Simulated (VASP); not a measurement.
# Be24NO in VASP: notebook

The runs below take Be24NO through single point, with PBE.

Program: VASP 6.6.1. These are calculated values, not measurements. Logs are shortened: lines on timing, memory, paths and dates and some standing lists are left out, and cuts for length are marked.

## Step 1: The cell of the first run

The cell holds a slab with vacuum, 26 atoms: a = 4.525 Å, b = 7.134 Å, c = 22.369 Å, α = 90.00°, β = 90.00°, γ = 90.00°.

## Step 2: Single point, PBE, collinear spin, ferromagnetic start

File INCAR:

```
PREC = Accurate
ENCUT = 520
EDIFF = 1E-6
ISMEAR = 0
SIGMA = 0.1
LREAL = F
LASPH = T
NELM = 200
ALGO = Normal
ISIF = 2
LWAVE = F
LCHARG = T
ISPIN = 2
MAGMOM = 0 0 0 0 0 0 0 0 0 0 0 0 0 0 0 0 0 0 0 0 0 0 0 0 1 0
LORBIT = 11
LDIPOL = T
IDIPOL = 3
DIPOL = 0.5 0.5 0.293
GGA = PE
LVHAR = T
LVACPOTAV = T
NBANDS = 52
GGA_COMPAT = F
NELMDL = -8
KPAR = 4
```

File KPOINTS:

```
Automatic mesh
0
Gamma
  6 4 1
```

File POSCAR:

```
Be24NO
1.0
    4.5254381411      0.0000000000      0.0000000000
    0.0000000000      7.1336190820      0.0000000000
    0.0000000000      0.0000000000     22.3685529248
Be N O
24 1 1
Direct
    0.0000000000      0.3750000000      0.1788224752
    0.0000000000      0.8750000000      0.1788224752
    0.5000000000      0.3750000000      0.1788224752
    0.5000000000      0.8750000000      0.1788224752
    0.2500000000      0.1250000000      0.2080237711
    0.2500000000      0.6250000000      0.2080237711
    0.7500000000      0.1250000000      0.2080237711
    0.7500000000      0.6250000000      0.2080237711
    0.2500000000      0.3750000000      0.2664263628
    0.2500000000      0.8750000000      0.2664263628
    0.7500000000      0.3750000000      0.2664263628
    0.7500000000      0.8750000000      0.2664263628
    0.0000000000      0.1250000000      0.2903069137
    0.0000000000      0.6250000000      0.2903069137
    0.5000000000      0.1250000000      0.2903069137
    0.5000000000      0.6250000000      0.2903069137
    0.0000000000      0.3750000000      0.3546814205
    0.0000000000      0.8750000000      0.3546814205
    0.5000000000      0.3750000000      0.3546814205
    0.5000000000      0.8750000000      0.3546814205
    0.2500000000      0.1250000000      0.3741213369
    0.2500000000      0.6250000000      0.3741213369
    0.7500000000      0.1250000000      0.3741213369
    0.7500000000      0.6250000000      0.3741213369
    0.7500000000      0.4583333333      0.4604031812
    0.8849191768      0.5932525101      0.4740565665
```

Potentials or basis: VASP PAW PBE potentials, release 64 (Be, N, O).

On the command line:

```bash
$ cat potpaw_PBE.64/Be/POTCAR potpaw_PBE.64/N/POTCAR potpaw_PBE.64/O/POTCAR > POTCAR
$ mpirun -np 4 vasp_std > vasp.out
```

OUTCAR:

```text
PREC = Accurate
   ENCUT = 520
   EDIFF = 1E-6
   ISMEAR = 0
   LREAL = F
   LASPH = T
   NELM = 200
   ISIF = 2
   ISPIN = 2
   LORBIT = 11
   GGA = PE
   NELMDL = -8

 ion  position               nearest neighbor table
   1  0.000  0.375  0.179-   5 2.21   6 2.21   7 2.21   8 2.21   9 2.26  11 2.26   3 2.26   3 2.26

   2  0.000  0.875  0.179-   5 2.21   6 2.21   7 2.21   8 2.21  10 2.26  12 2.26   4 2.26   4 2.26

   3  0.500  0.375  0.179-   5 2.21   6 2.21   7 2.21   8 2.21   9 2.26  11 2.26   1 2.26   1 2.26
[... 39 lines left out ...]
  23  0.750  0.125  0.374-  17 2.16  18 2.16  19 2.16  20 2.16  13 2.19  15 2.19  21 2.26  21 2.26

  24  0.750  0.625  0.374-  17 2.16  18 2.16  19 2.16  20 2.16  14 2.19  16 2.19  22 2.26  22 2.26

  25  0.750  0.458  0.460-  26 1.18
  26  0.885  0.593  0.474-  25 1.18

  LATTYP: Found a simple orthorhombic cell.
 ALAT       =     4.5254381411
 B/A-ratio  =     1.5763377732
 C/A-ratio  =     4.9428480132

  Lattice vectors:

 A1 = (   4.5254381411,   0.0000000000,   0.0000000000)
 A2 = (   0.0000000000,   7.1336190820,   0.0000000000)
 A3 = (   0.0000000000,   0.0000000000,  22.3685529248)

Analysis of symmetry for initial positions (statically):
=====================================================================
 Subroutine PRICEL returns:
 Original cell was already a primitive cell.

 Routine SETGRP: Setting up the symmetry group for a
 simple orthorhombic supercell.

 Subroutine GETGRP returns: Found  1 space group operations
 (whereof  1 operations were pure point group operations)
 out of a pool of  8 trial point group operations.

The static configuration has the point symmetry C_1 .

Analysis of symmetry for dynamics (positions and initial velocities):
=====================================================================
 Subroutine PRICEL returns:
 Original cell was already a primitive cell.

 Routine SETGRP: Setting up the symmetry group for a
 simple orthorhombic supercell.

 Subroutine GETGRP returns: Found  1 space group operations
 (whereof  1 operations were pure point group operations)
 out of a pool of  8 trial point group operations.

The dynamic configuration has the point symmetry C_1 .

Analysis of structural, dynamic, and magnetic symmetry:
=====================================================================
 Subroutine PRICEL returns:
 Original cell was already a primitive cell.

 Routine SETGRP: Setting up the symmetry group for a
 simple orthorhombic supercell.

 Subroutine GETGRP returns: Found  1 space group operations
 (whereof  1 operations were pure point group operations)
 out of a pool of  8 trial point group operations.

The overall configuration has the point symmetry C_1 .

 Subroutine INISYM returns: Found  1 space group operations
 (whereof  1 operations are pure point group operations),
 and found     1 'primitive' translations

----------------------------------------------------------------------------------------

                                     Primitive cell

  volume of cell :     722.1184

  direct lattice vectors                    reciprocal lattice vectors
     4.525438141  0.000000000  0.000000000     0.220973079  0.000000000  0.000000000
     0.000000000  7.133619082  0.000000000     0.000000000  0.140181300  0.000000000
     0.000000000  0.000000000 22.368552925     0.000000000  0.000000000  0.044705619

  length of vectors
     4.525438141  7.133619082 22.368552925     0.220973079  0.140181300  0.044705619

  position of ions in fractional coordinates (direct lattice)
     0.000000000  0.375000000  0.178822475
     0.000000000  0.875000000  0.178822475
     0.500000000  0.375000000  0.178822475
     0.500000000  0.875000000  0.178822475
     0.250000000  0.125000000  0.208023771
     0.250000000  0.625000000  0.208023771
[... 18 lines left out ...]
     0.750000000  0.458333333  0.460403181
     0.884919177  0.593252510  0.474056567

  ion indices of the primitive-cell ions
   primitive index   ion index
                 1           1
                 2           2
                 3           3
                 4           4
                 5           5
[... 70 lines left out ...]
   NGX,Y,Z   is equivalent  to a cutoff of  13.22, 12.58, 12.49 a.u.
   NGXF,Y,Z  is equivalent  to a cutoff of  26.45, 25.17, 24.97 a.u.
 SYSTEM =  unknown system
   PREC   = accura    normal or accurate (medium, high low for compatibility)
   ISTART =      0    job   : 0-new  1-cont  2-samecut
   ICHARG =      2    charge: 1-file 2-atom 10-const
   ISPIN  =      2    spin polarized calculation?
   LNONCOLLINEAR =      F non collinear calculations
   LSORBIT =      F    spin-orbit coupling
   LASPH  =      T    aspherical Exc in radial PAW
   ENCUT  =  520.0 eV  38.22 Ry    6.18 a.u.   8.41 13.26 41.59*2*pi/ulx,y,z
   NELM   =    200;   NELMIN=  2; NELMDL= -8     # of ELM steps
   EDIFF  = 0.1E-05   stopping-criterion for ELM
   LREAL  =      F    real-space projection
   EDIFFG = 0.1E-04   stopping-criterion for IOM
   NSW    =      0    number of steps for IOM
   IBRION =     -1    ionic relax: 0-MD 1-quasi-New 2-CG
   NFREE  =      0    steps in history (QN), initial steepest desc. (CG)
   ISIF   =      2    stress and relaxation
   ISYM   =      2    0-nonsym 1-usesym 2-fastsym
   POTIM  = 0.5000    time-step for ionic-motion
   TEBEG  =    0.0;   TEEND  =   0.0 temperature during run
   PSTRESS=    0.0 pullay stress
   NELECT =      59.0000    total number of electrons
   NUPDOWN=      -1.0000    fix difference up-down
   EMIN   =  10.00;   EMAX   =-10.00  energy-range for DOS
   EFERMI =   0.00;   METHOD = LEGACY
   ISMEAR =     0;   SIGMA  =   0.10  broadening in eV -4-tet -1-fermi 0-gaus
   EFERMI_NEDOS =   21; number of points for ismear=-14 and -15
   IALGO  =     38    algorithm
   IMIX   =      4    mixing-type and parameters
     AMIX     =   0.40;   BMIX     =  1.00
     AMIX_MAG =   1.60;   BMIX_MAG =  1.00
  volume/ion in A,a.u.               =      27.77       187.43
  Fermi-wavevector in a.u.,A,eV,Ry     =   0.710378  1.342419  6.865997  0.504637
  Thomas-Fermi vector in A             =   1.797209
   LORBIT       =     11    0 simple, 1 ext, 2 COOP (PROOUT), +10 PAW based schemes
   GGA     = PE    functional components
   LHFCALC =     F    Hartree Fock is set to
   AEXX    =    0.0000 exact exchange contribution
   IVDW    =     0    specifies the selected vdW correction
   LEPSILON=     F    determine dielectric tensor
   LRPA    =     F    only Hartree local field effects (RPA)
 spin polarized calculation
 Gauss-broadening in eV      SIGMA  =   0.10
  energy-cutoff  :      520.00
  volume of cell :      722.12
 maximum number of plane-waves:     19505
 NGX is ok and might be reduce to    36
   NGX = 17   NGY = 27   NGZ = 83

 dipolmoment           0.000000      0.000000     -0.001241 electrons x Angstroem

 number of electron      59.0000002 magnetization       0.0009170

 dipolmoment           0.000000      0.000000      0.040289 electrons x Angstroem

 Free energy of the ion-electron system (eV)
  ---------------------------------------------------
  ext. energy  EPLUGINS =         0.00000000
  ---------------------------------------------------
  free energy    TOTEN  =       -95.30099377 eV

  energy without entropy =      -95.26896746  energy(sigma->0) =      -95.28498061

 E-fermi :  -1.4184     XC(G=0):  -3.9400

 val. band max:       -1.4239799659   @ k =   0.3333   0.0000   0.0000
 cond. band min:      -1.3826357570   @ k =   0.3333  -0.2500   0.0000
 fundamental gap:      0.0413442088
 Fermi energy:        -1.4184166665

 spin component 1

 k-point     1 :       0.0000    0.0000    0.0000
  band No.  band energies     occupation
      1     -27.8970      1.00000
      2     -13.6459      1.00000
      3     -11.7083      1.00000
      4     -10.1708      1.00000
      5      -9.5824      1.00000
      6      -9.5203      1.00000
[... 605 lines left out ...]
     40       3.0518      0.00000
     41       3.0668      0.00000
 Fermi energy:        -1.4184166665

 spin component 2

 k-point     1 :       0.0000    0.0000    0.0000
  band No.  band energies     occupation
      1     -27.8969      1.00000
      2     -13.6458      1.00000
      3     -11.7083      1.00000
      4     -10.1707      1.00000
      5      -9.5824      1.00000
      6      -9.5203      1.00000
[... 605 lines left out ...]
     40       3.0518      0.00000
     41       3.0669      0.00000
 [bands above 41 left out]

------------------------ aborting loop because EDIFF is reached ----------------------------------------

  FORCE on cell =-STRESS in cart. coord.  units (eV):
  Direction    XX          YY          ZZ          XY          YZ          ZX
  --------------------------------------------------------------------------------------
  -------------------------------------------------------------------------------------
  Total        0.0429688     -4.4044278     -0.0726487      0.4718916      0.7285841      0.1076947
  in kB        0.0953356     -9.7721842     -0.1611871      1.0469944      1.6165228      0.2389443
  external PRESSURE =      -3.2793452 kB  Pullay stress =       0.0000000 kB

 VOLUME and BASIS-vectors are now :
 -----------------------------------------------------------------------------
  energy-cutoff  :      520.00
  volume of cell :      722.12
      direct lattice vectors                 reciprocal lattice vectors
     4.525438141  0.000000000  0.000000000     0.220973079  0.000000000  0.000000000
     0.000000000  7.133619082  0.000000000     0.000000000  0.140181300  0.000000000
     0.000000000  0.000000000 22.368552925     0.000000000  0.000000000  0.044705619

 POSITION                                       TOTAL-FORCE (eV/Angst)
 -----------------------------------------------------------------------------------
      0.00000      2.67511      4.00000         0.020137      0.017426      0.516282
      0.00000      6.24192      4.00000         0.025462     -0.056831      0.511882
      2.26272      2.67511      4.00000        -0.031263     -0.025101      0.534339
      2.26272      6.24192      4.00000        -0.030826      0.077341      0.542609
      1.13136      0.89170      4.65319        -0.000118      0.015225     -0.702576
      1.13136      4.45851      4.65319        -0.012711     -0.038979     -0.788975
[... 18 lines left out ...]
      3.39408      3.26958     10.29855        -0.960363     -0.527649     -0.792916
      4.00465      4.23204     10.60396         0.829975      0.737331      0.864139
 -----------------------------------------------------------------------------------
    total drift:                                0.000032      0.000121      0.000906

  FREE ENERGIE OF THE ION-ELECTRON SYSTEM (eV)
  ---------------------------------------------------
  free  energy   TOTEN  =       -95.3009937738 eV

  energy  without entropy=      -95.2689674559  energy(sigma->0) =      -95.28498061

 vacuum level on the upper side and lower side of the slab         3.280         3.055

 total charge

# of ion       s       p       d       tot
------------------------------------------
    1        0.411   0.605   0.000   1.016
    2        0.412   0.603   0.000   1.015
    3        0.411   0.605   0.000   1.016
    4        0.413   0.602   0.000   1.016
    5        0.421   0.738   0.000   1.159
    6        0.421   0.739   0.000   1.159
[... 18 lines left out ...]
   25        1.358   2.280   0.000   3.638
   26        1.617   3.452   0.000   5.069
--------------------------------------------------
tot         13.062  22.764   0.000  35.825

 magnetization (x)

# of ion       s       p       d       tot
------------------------------------------
    1        0.000   0.000   0.000   0.000
    2        0.000   0.000   0.000   0.000
    3        0.000   0.000   0.000   0.000
    4        0.000   0.000   0.000   0.000
    5       -0.000  -0.000   0.000  -0.000
    6       -0.000   0.000   0.000   0.000
[... 18 lines left out ...]
   25        0.000   0.000   0.000   0.000
   26        0.000   0.000   0.000   0.000
--------------------------------------------------
tot          0.000   0.000   0.000   0.000
```

Run time: 15 min. Hardware: 4 MPI ranks of Intel Xeon Platinum 8559C (Emerald Rapids), shared host; peak memory 1.4 GiB.

What came out:

```yaml
Free_energy: -95.3010 eV
Largest_force: 1.407 eV/Å
Net_moment: 0.00 μB per cell
Valence_electrons_inside_the_program's_atomic_spheres: Be 1.02, 1.01, 1.16, 1.17, 1.18, 1.21, 1.22, 1.15, 1.14, 1.13, 1.08; N 3.64; O 5.07
```

Forces in eV/Å, atoms in the order of the input:
```
Be   0.020  0.017  0.516
Be   0.025 -0.057  0.512
Be  -0.031 -0.025  0.534
Be  -0.031  0.077  0.543
Be   0.000  0.015 -0.703
Be  -0.013 -0.039 -0.789
Be  -0.004  0.025 -0.651
Be  -0.005 -0.034 -0.685
Be   0.025  0.044  0.121
Be   0.000 -0.034  0.214
Be   0.002  0.003  0.091
Be   0.002  0.021  0.137
Be   0.001  0.031  0.039
Be   0.003 -0.057  0.186
Be   0.018 -0.038  0.051
Be  -0.051  0.012 -0.046
Be   0.201 -0.198 -0.122
Be   0.015  0.034 -0.042
Be  -0.114  0.126  0.083
Be  -0.032 -0.014 -0.056
Be  -0.087  0.038  0.025
Be   0.250  0.051 -0.232
Be   0.131 -0.172  0.012
Be  -0.194 -0.038  0.192
N   -0.960 -0.528 -0.793
O    0.830  0.737  0.864
```

Caveat: the standard files for N, O and F lose accuracy on very short bonds.

## Step 3: Single point, PBE, collinear spin, ferromagnetic start

File INCAR:

```
PREC = Accurate ; ENCUT = 520
EDIFF = 1E-6 ; ISMEAR = 0
SIGMA = 0.1 ; LREAL = False
LASPH = True ; NELM = 200
ALGO = Normal ; ISIF = 2
LWAVE = False ; LCHARG = False
ISPIN = 2 ; MAGMOM = 0 0 0 0 0 0 0 0 0 0 0 0 0 0 0 0 0 0 0 0 0 0 0 0 1 0
LORBIT = 11 ; LDIPOL = True
IDIPOL = 3 ; DIPOL = 0.5 0.5 0.292
GGA = PE ; NBANDS = 52
GGA_COMPAT = False ; NELMDL = -8
KPAR = 4
```

KPOINTS is that of step 2.

POSCAR: that of step 2 with these lines changed.

```diff
@@ -32,3 +32,3 @@
     0.7500000000      0.6250000000      0.3741213369
-    0.7500000000      0.4583333333      0.4604031812
-    0.8849191768      0.5932525101      0.4740565665
+    0.7500000000      0.4583333333      0.4232975176
+    0.7861514845      0.4944848178      0.4742526455
```

Potentials or basis: VASP PAW PBE potentials, release 64 (Be, N, O).

On the command line:

```bash
$ cat potpaw_PBE.64/Be/POTCAR potpaw_PBE.64/N/POTCAR potpaw_PBE.64/O/POTCAR > POTCAR
$ mpirun -np 4 vasp_std > vasp.out
```

Wall time 12 min (4 MPI ranks of Intel Xeon 6975P-C (Granite Rapids), shared host); peak memory 1.4 GiB.

It converged, with:

| Quantity | Value |
| --- | --- |
| Free energy | -95.7151 eV |
| Largest force | 5.044 eV/Å |
| Net moment | 0.00 μB per cell |
| Valence electrons inside the program's atomic spheres | Be 1.02, 1.16, 1.17, 1.18, 1.21, 1.22, 1.15, 1.14, 1.13, 1.08, 1.07, 1.29; N 3.80; O 5.09 |

Forces in eV/Å, atoms in the order of the input:
```
Be  -0.051  0.002  0.476
Be   0.019  0.028  0.411
Be   0.059 -0.022  0.491
Be  -0.012  0.030  0.410
Be  -0.006 -0.003 -0.717
Be  -0.010 -0.037 -0.728
Be   0.010  0.037 -0.675
Be   0.019 -0.054 -0.627
Be  -0.052 -0.008 -0.045
Be   0.015 -0.016  0.271
Be   0.022  0.050  0.420
Be  -0.010  0.026  0.063
Be   0.010 -0.014  0.068
Be  -0.077 -0.062  0.064
Be  -0.002 -0.034  0.048
Be   0.120 -0.083  0.150
Be   0.396 -0.190  0.176
Be   0.055  0.092  0.082
Be  -0.387 -0.250  0.448
Be  -0.065  0.107  0.055
Be   0.023  0.029 -0.088
Be   0.068  0.160 -0.481
Be  -0.009 -0.158  0.112
Be  -0.067  0.880 -0.752
N   -0.501 -0.155 -4.647
O    0.433 -0.353  5.013
```

Levels at points of the mesh, in eV from the Fermi level:
Spin up:
| k point | band 28 | band 29 | band 30 | band 31 | band 32 | band 33 |
| --- | --- | --- | --- | --- | --- | --- |
| (0.00, 0.00, 0.00) | -0.63 | -0.50 | -0.22 | 0.45 | 0.79 | 0.88 |
| (0.50, 0.00, 0.00) | 0.19 | 0.29 | 0.74 | 0.83 | 1.27 | 1.30 |
| (0.00, 0.50, 0.00) | -1.02 | -1.00 | -0.17 | 0.10 | 0.56 | 0.66 |
| (0.50, 0.50, 0.00) | -0.57 | -0.36 | 0.18 | 0.22 | 0.34 | 1.02 |
Spin down:
```csv
k point,band 27,band 28,band 29,band 30,band 31,band 32,band 33,band 34
"(0.00, 0.00, 0.00)",-1.00,-0.63,-0.50,-0.22,0.45,0.79,0.88,1.26
"(0.50, 0.00, 0.00)",-0.57,0.19,0.29,0.74,0.83,1.27,1.30,1.31
"(0.00, 0.50, 0.00)",-1.15,-1.02,-1.00,-0.17,0.10,0.56,0.66,1.27
"(0.50, 0.50, 0.00)",-0.72,-0.57,-0.36,0.18,0.22,0.34,1.02,1.22
```

Caveat: the standard files for N, O and F lose accuracy on very short bonds.
